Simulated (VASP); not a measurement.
# MnS (Pm-3m) in VASP: notebook, part 2 of 2

VASP 6.6.1. Earlier steps stand in the parts before.

## Step 3: Single point, LDA+U, collinear spin, ferromagnetic start

File INCAR:

```
SYSTEM = MnS
PREC = Accurate ; ENCUT = 520
EDIFF = 1E-6 ; ISMEAR = -1
SIGMA = 0.1 ; LREAL = .FALSE.
LASPH = .TRUE. ; NELM = 150
ALGO = Normal ; ISIF = 2
LWAVE = .FALSE. ; LCHARG = .FALSE.
ISPIN = 2 ; MAGMOM = 4 0
LORBIT = 11 ; LMAXMIX = 4
LDAU = .TRUE. ; LDAUTYPE = 2
LDAUL = 2 -1 ; LDAUU = 4 0
LDAUJ = 0 0 ; LDAUPRINT = 1
NBANDS = 20
```

File KPOINTS:

```
regular mesh
0
G
  7 7 7
  0 0 0
```

File POSCAR:

```
MnS
1.0
    3.0990400000      0.0000000000      0.0000000000
    0.0000000000      3.0990400000      0.0000000000
    0.0000000000      0.0000000000      3.0990400000
Mn S
1 1
Direct
    0.5000000000      0.5000000000      0.5000000000
    0.0000000000      0.0000000000      0.0000000000
```

Potentials or basis: VASP PAW LDA potentials, release 64 (Mn_pv, S).

Launch:

```
$ cat potpaw_LDA.64/Mn_pv/POTCAR potpaw_LDA.64/S/POTCAR > POTCAR
$ mpirun -np 1 vasp_std > vasp.out
```

OUTCAR:

```text
SYSTEM = MnS
   PREC = Accurate
   ENCUT = 520
   EDIFF = 1E-6
   ISMEAR = -1
   LREAL = .FALSE.
   LASPH = .TRUE.
   NELM = 150
   ISIF = 2
   ISPIN = 2
   LORBIT = 11

 ion  position               nearest neighbor table
   1  0.500  0.500  0.500-   2 2.68   2 2.68   2 2.68   2 2.68   2 2.68   2 2.68   2 2.68   2 2.68

   2  0.000  0.000  0.000-   1 2.68   1 2.68   1 2.68   1 2.68   1 2.68   1 2.68   1 2.68   1 2.68

  LATTYP: Found a simple cubic cell.
 ALAT       =     3.0990400000

  Lattice vectors:

 A1 = (   3.0990400000,   0.0000000000,   0.0000000000)
 A2 = (   0.0000000000,   3.0990400000,   0.0000000000)
 A3 = (   0.0000000000,   0.0000000000,   3.0990400000)

Analysis of symmetry for initial positions (statically):
=====================================================================
 Subroutine PRICEL returns:
 Original cell was already a primitive cell.

 Routine SETGRP: Setting up the symmetry group for a
 simple cubic supercell.

 Subroutine GETGRP returns: Found 48 space group operations
 (whereof 48 operations were pure point group operations)
 out of a pool of 48 trial point group operations.

The static configuration has the point symmetry O_h .

Analysis of symmetry for dynamics (positions and initial velocities):
=====================================================================
 Subroutine PRICEL returns:
 Original cell was already a primitive cell.

 Routine SETGRP: Setting up the symmetry group for a
 simple cubic supercell.

 Subroutine GETGRP returns: Found 48 space group operations
 (whereof 48 operations were pure point group operations)
 out of a pool of 48 trial point group operations.

The dynamic configuration has the point symmetry O_h .

Analysis of structural, dynamic, and magnetic symmetry:
=====================================================================
 Subroutine PRICEL returns:
 Original cell was already a primitive cell.

 Routine SETGRP: Setting up the symmetry group for a
 simple cubic supercell.

 Subroutine GETGRP returns: Found 48 space group operations
 (whereof 48 operations were pure point group operations)
 out of a pool of 48 trial point group operations.

The overall configuration has the point symmetry O_h .

 Subroutine INISYM returns: Found 48 space group operations
 (whereof 48 operations are pure point group operations),
 and found     1 'primitive' translations

----------------------------------------------------------------------------------------

                                     Primitive cell

  volume of cell :      29.7633

  direct lattice vectors                    reciprocal lattice vectors
     3.099040000  0.000000000  0.000000000     0.322680572  0.000000000  0.000000000
     0.000000000  3.099040000  0.000000000     0.000000000  0.322680572  0.000000000
     0.000000000  0.000000000  3.099040000     0.000000000  0.000000000  0.322680572

  length of vectors
     3.099040000  3.099040000  3.099040000     0.322680572  0.322680572  0.322680572
[... 119 lines left out ...]

 onsite density matrix

spin component  1

  0.9408 -0.0000 -0.0000 -0.0000 -0.0000
 -0.0000  0.9408  0.0000 -0.0000 -0.0000
 -0.0000  0.0000  0.9197  0.0000 -0.0000
 -0.0000 -0.0000  0.0000  0.9408  0.0000
 -0.0000 -0.0000 -0.0000  0.0000  0.9197

spin component  2

  0.0749 -0.0000  0.0000 -0.0000 -0.0000
 -0.0000  0.0749  0.0000 -0.0000  0.0000
  0.0000  0.0000  0.0470  0.0000 -0.0000
 -0.0000 -0.0000  0.0000  0.0749 -0.0000
 -0.0000  0.0000 -0.0000 -0.0000  0.0470

 occupancies and eigenvectors

  o =  0.0470  v =  0.0000  0.0000  0.0000  0.0000  0.0000  0.0000  0.0000 -0.9908  0.0000 -0.1352      0.0000  0.0000  0.0000  0.0000  0.0000  0.0000  0.0000  0.0000  0.0000  0.0000
  o =  0.0470  v =  0.0000  0.0000  0.0000  0.0000  0.0000 -0.0000  0.0000  0.1352 -0.0000 -0.9908      0.0000  0.0000  0.0000  0.0000  0.0000  0.0000  0.0000  0.0000  0.0000  0.0000
  o =  0.0749  v =  0.0000  0.0000  0.0000  0.0000  0.0000  0.0679  0.9976 -0.0000  0.0118  0.0000      0.0000  0.0000  0.0000  0.0000  0.0000  0.0000  0.0000  0.0000  0.0000  0.0000
  o =  0.0749  v =  0.0000  0.0000  0.0000  0.0000  0.0000 -0.9977  0.0679 -0.0000  0.0008  0.0000      0.0000  0.0000  0.0000  0.0000  0.0000  0.0000  0.0000  0.0000  0.0000  0.0000
  o =  0.0749  v =  0.0000  0.0000  0.0000  0.0000  0.0000 -0.0000  0.0118 -0.0000 -0.9999  0.0000      0.0000  0.0000  0.0000  0.0000  0.0000  0.0000  0.0000  0.0000  0.0000  0.0000
  o =  0.9197  v =  0.0000 -0.0000  0.0707 -0.0000  0.9975  0.0000  0.0000  0.0000  0.0000  0.0000      0.0000  0.0000  0.0000  0.0000  0.0000  0.0000  0.0000  0.0000  0.0000  0.0000
  o =  0.9197  v =  0.0000  0.0000 -0.9975  0.0000  0.0707  0.0000  0.0000  0.0000  0.0000  0.0000      0.0000  0.0000  0.0000  0.0000  0.0000  0.0000  0.0000  0.0000  0.0000  0.0000
  o =  0.9408  v =  0.0000  0.9306  0.0000 -0.3660  0.0000  0.0000  0.0000  0.0000  0.0000  0.0000      0.0000  0.0000  0.0000  0.0000  0.0000  0.0000  0.0000  0.0000  0.0000  0.0000
  o =  0.9408  v =  0.0000  0.3660  0.0000  0.9306  0.0000  0.0000  0.0000  0.0000  0.0000  0.0000      0.0000  0.0000  0.0000  0.0000  0.0000  0.0000  0.0000  0.0000  0.0000  0.0000
  o =  0.9408  v =  1.0000  0.0000  0.0000  0.0000  0.0000  0.0000  0.0000  0.0000  0.0000  0.0000      0.0000  0.0000  0.0000  0.0000  0.0000  0.0000  0.0000  0.0000  0.0000  0.0000

 number of electron      18.9999977 magnetization       4.6948051

 Free energy of the ion-electron system (eV)
  ---------------------------------------------------
  ext. energy  EPLUGINS =         0.00000000
  ---------------------------------------------------
  free energy    TOTEN  =       -12.63817447 eV

  energy without entropy =      -12.61378259  energy(sigma->0) =      -12.62597853

 E-fermi :   8.7119     XC(G=0): -11.9006

 val. band max:        8.6330766134   @ k =   0.4286   0.4286   0.0000
 cond. band min:       8.7580387841   @ k =   0.4286   0.2857   0.0000
 fundamental gap:      0.1249621707
 Fermi energy:         8.7118501710

 spin component 1

 k-point     1 :       0.0000    0.0000    0.0000
  band No.  band energies     occupation
      1     -41.7977      1.00000
      2     -41.7977      1.00000
      3     -41.7977      1.00000
      4      -6.8518      1.00000
      5       2.7958      1.00000
      6       2.7958      1.00000
[... 436 lines left out ...]
      6       1.3431      1.00000
[... 12 lines left out ...]
     19      27.4287      0.00000
     20      30.3277      0.00000
 Fermi energy:         8.7118501710

 spin component 2

 k-point     1 :       0.0000    0.0000    0.0000
  band No.  band energies     occupation
      1     -37.4917      1.00000
      2     -37.4917      1.00000
      3     -37.4917      1.00000
      4      -6.5686      1.00000
      5       7.1060      1.00000
      6       7.1060      1.00000
[... 449 lines left out ...]
     19      28.6470      0.00000
     20      31.1678      0.00000

------------------------ aborting loop because EDIFF is reached ----------------------------------------

  FORCE on cell =-STRESS in cart. coord.  units (eV):
  Direction    XX          YY          ZZ          XY          YZ          ZX
  --------------------------------------------------------------------------------------
  -------------------------------------------------------------------------------------
  Total        1.2626512      1.2626512      1.2626512     -0.0000000      0.0000000      0.0000000
  in kB       67.9692437     67.9692437     67.9692437     -0.0000000      0.0000000      0.0000000
  external PRESSURE =      67.9692437 kB  Pullay stress =       0.0000000 kB

 VOLUME and BASIS-vectors are now :
 -----------------------------------------------------------------------------
  energy-cutoff  :      520.00
  volume of cell :       29.76
      direct lattice vectors                 reciprocal lattice vectors
     3.099040000  0.000000000  0.000000000     0.322680572  0.000000000  0.000000000
     0.000000000  3.099040000  0.000000000     0.000000000  0.322680572  0.000000000
     0.000000000  0.000000000  3.099040000     0.000000000  0.000000000  0.322680572

 POSITION                                       TOTAL-FORCE (eV/Angst)
 -----------------------------------------------------------------------------------
      1.54952      1.54952      1.54952         0.000000      0.000000      0.000000
      0.00000      0.00000      0.00000         0.000000      0.000000      0.000000
 -----------------------------------------------------------------------------------
    total drift:                                0.000000      0.000000     -0.000000

  FREE ENERGIE OF THE ION-ELECTRON SYSTEM (eV)
  ---------------------------------------------------
  free  energy   TOTEN  =       -12.6381744674 eV

  energy  without entropy=      -12.6137825856  energy(sigma->0) =      -12.62597853

 total charge

# of ion       s       p       d       tot
------------------------------------------
    1        0.228   6.180   4.961  11.369
    2        1.356   2.393   0.000   3.749
--------------------------------------------------
tot          1.584   8.573   4.961  15.118

 magnetization (x)

# of ion       s       p       d       tot
------------------------------------------
    1        0.012   0.032   4.333   4.377
    2        0.025   0.049   0.000   0.073
--------------------------------------------------
tot          0.037   0.081   4.333   4.450
```

stdout:

```text
POSCAR found type information on POSCAR MnS
 POSCAR found :  2 types and       2 ions
 scaLAPACK will be used
 LDA part: xc-table for (Slater(with rela. corr.)+CA(PZ))
 , standard interpolation
 POSCAR, INCAR and KPOINTS ok, starting setup
 FFT: planning ... GRIDC
 FFT: planning ... GRID_SOFT
 FFT: planning ... GRID
 WAVECAR not read
 entering main loop
```

Run time: 6.4 s. Hardware: 1 thread of Intel Xeon 6975P-C (Granite Rapids), shared host; peak memory 0.14 GiB.

Results:

* Free energy: -12.6382 eV
* Pressure: 6.8 GPa
* Net moment: 4.69 μB per cell
* Site moments: Mn +4.38; S +0.07 μB
* Valence electrons inside the program's atomic spheres: Mn 11.37; S 3.75

Levels at points of the mesh, in eV from the Fermi level:
Spin up:
```tsv
k point	band 9	band 10	band 11	band 12	band 13	band 14	band 15	band 16
(0.00, 0.00, 0.00)	-4.64	-1.87	-1.87	-1.87	1.40	6.11	6.11	14.77
```
Spin down:
```tsv
k point	band 5	band 6	band 7	band 8	band 9	band 10
(0.00, 0.00, 0.00)	-1.61	-1.61	-1.61	-0.34	-0.34	2.39
```

Eigenvalues of the final occupation matrices:
```csv
site,spin,trace,eigenvalues
site 1 d,1,4.66,0.92 0.92 0.94 0.94 0.94
site 1 d,2,0.32,0.05 0.05 0.07 0.07 0.07
```

Caveat: the cell stands under pressure; a cell with one magnetic atom can't hold antiferromagnetic order, which such compounds often take.

## Step 4: Single point, LDA+U, collinear spin, ferromagnetic start

File INCAR:

```
PREC = Accurate ; ENCUT = 520
EDIFF = 1E-7 ; ISMEAR = -1
SIGMA = 0.1 ; LREAL = False
LASPH = True ; NELM = 150
ALGO = Normal ; ISIF = 2
LWAVE = False ; LCHARG = False
ISPIN = 2 ; MAGMOM = 4 0
LORBIT = 11 ; LMAXMIX = 4
LDAU = True ; LDAUTYPE = 2
LDAUL = 2 -1 ; LDAUU = 6 0
LDAUJ = 0 0 ; LDAUPRINT = 1
NBANDS = 20
```

File KPOINTS:

```
Automatic mesh
0
Gamma
  7 7 7
```

POSCAR is that of step 3.

Launch:

```
$ cat potpaw_LDA.64/Mn_pv/POTCAR potpaw_LDA.64/S/POTCAR > POTCAR
$ mpirun -np 1 vasp_std > vasp.out
```

Run time: 6.5 s. Hardware: 1 thread of Intel Xeon 6975P-C (Granite Rapids), shared host; peak memory 0.14 GiB.

It converged, with:

```
Free energy                                           : -12.0901 eV
Pressure                                              : 10.6 GPa
Net moment                                            : 4.79 μB per cell
Site moments                                          : Mn +4.51; S +0.06 μB
Valence electrons inside the program's atomic spheres : Mn 11.36; S 3.77
```

Levels at points of the mesh, in eV from the Fermi level:
Spin up:
```
           k point  band 9  band 10  band 11  band 12  band 13  band 14  band 15  band 16
(0.00, 0.00, 0.00)   -5.80    -1.87    -1.87    -1.87     1.31     5.84     5.84    14.66
```
Spin down:
```tsv
k point	band 4	band 5	band 6	band 7	band 8	band 9	band 10	band 11
(0.00, 0.00, 0.00)	-15.30	-1.62	-1.62	-1.62	0.17	0.17	2.36	3.11
```

Eigenvalues of the final occupation matrices:
| site | spin | trace | eigenvalues |
| --- | --- | --- | --- |
| site 1 d | 1 | 4.72 | 0.93 0.93 0.95 0.95 0.95 |
| site 1 d | 2 | 0.24 | 0.03 0.03 0.06 0.06 0.06 |

Caveat: the cell stands under pressure; a cell with one magnetic atom can't hold antiferromagnetic order, which such compounds often take. The state reached can hang on the start; a lower one may exist.

## Step 5: Single point, LDA+U, collinear spin, ferromagnetic start

File INCAR:

```
ALGO     = Normal         # electronic algorithm
EDIFF    = 1E-7           # SCF threshold, eV
ENCUT    = 520            # plane-wave cutoff, eV
ISIF     = 2              # what is computed and relaxed
ISMEAR   = -1             # smearing method
ISPIN    = 2              # spin polarisation
LASPH    = True           # aspherical terms in the spheres
LCHARG   = False          # write CHGCAR
LDAU     = True           # DFT+U
LDAUJ    = 0 0          
LDAUL    = 2 -1           # shell
LDAUPRINT= 1            
LDAUTYPE = 2            
LDAUU    = 8 0            # U, eV
LMAXMIX  = 4              # l up to which the mixer works
LORBIT   = 11             # projections on sites
LREAL    = False          # projectors in reciprocal space
LWAVE    = False          # write WAVECAR
MAGMOM   = 4 0            # initial moments
NBANDS   = 20             # bands
NELM     = 150            # most SCF steps
PREC     = Accurate       # precision mode
SIGMA    = 0.1            # smearing width, eV
```

File KPOINTS:

```
k-points
0
Gamma
  7 7 7
```

POSCAR is that of step 4.

Launch:

```
$ cat potpaw_LDA.64/Mn_pv/POTCAR potpaw_LDA.64/S/POTCAR > POTCAR
$ mpirun -np 1 vasp_std > vasp.out
```

Run time: 6.7 s. Hardware: 1 thread of Intel Xeon 6975P-C (Granite Rapids), shared host; peak memory 0.14 GiB.

It converged, with:

| Item | Value |
| --- | --- |
| Free energy | -11.6373 eV |
| Pressure | 13.0 GPa |
| Net moment | 4.82 μB per cell |
| Site moments | Mn +4.59; S +0.03 μB |
| Valence electrons inside the program's atomic spheres | Mn 11.35; S 3.79 |

Levels at points of the mesh, in eV from the Fermi level:
Spin up:
```csv
k point,band 8,band 9,band 10,band 11,band 12,band 13,band 14,band 15,band 16,band 17
"(0.00, 0.00, 0.00)",-6.78,-6.78,-1.81,-1.81,-1.81,1.33,5.66,5.66,14.67,14.67
```
Spin down:
```
           k point  band 5  band 6  band 7  band 8  band 9  band 10
(0.00, 0.00, 0.00)   -1.59   -1.59   -1.59    0.74    0.74     2.38
```

Eigenvalues of the final occupation matrices:
```
    site  spin  trace               eigenvalues
site 1 d     1   4.76  0.94 0.94 0.96 0.96 0.96
site 1 d     2   0.19  0.02 0.02 0.05 0.05 0.05
```

Caveat: the cell stands under pressure; a cell with one magnetic atom can't hold antiferromagnetic order, which such compounds often take.

## Step 6: Overview

```tsv
U	gap on the mesh (eV)	pressure (GPa)	moment (μB)
Mn d U = 2.0 eV	none	-0.7	4.33
Mn d U = 4.0 eV	none	6.8	4.69
Mn d U = 6.0 eV	none	10.6	4.79
Mn d U = 8.0 eV	none	13.0	4.82
```

Alike in all rows: task single point; level LDA+U; potentials or basis VASP PAW LDA potentials, release 64 (Mn_pv, S); spin collinear, ferromagnetic start; cell as given; k mesh 7 × 7 × 7; cutoff (eV) 520; smearing fermi-dirac 0.1 eV.

Caveats: a cell with one magnetic atom can't hold antiferromagnetic order, which such compounds often take; the cell stands under pressure (at least some runs).

Absolute energies hang on the potentials; compare differences alone.
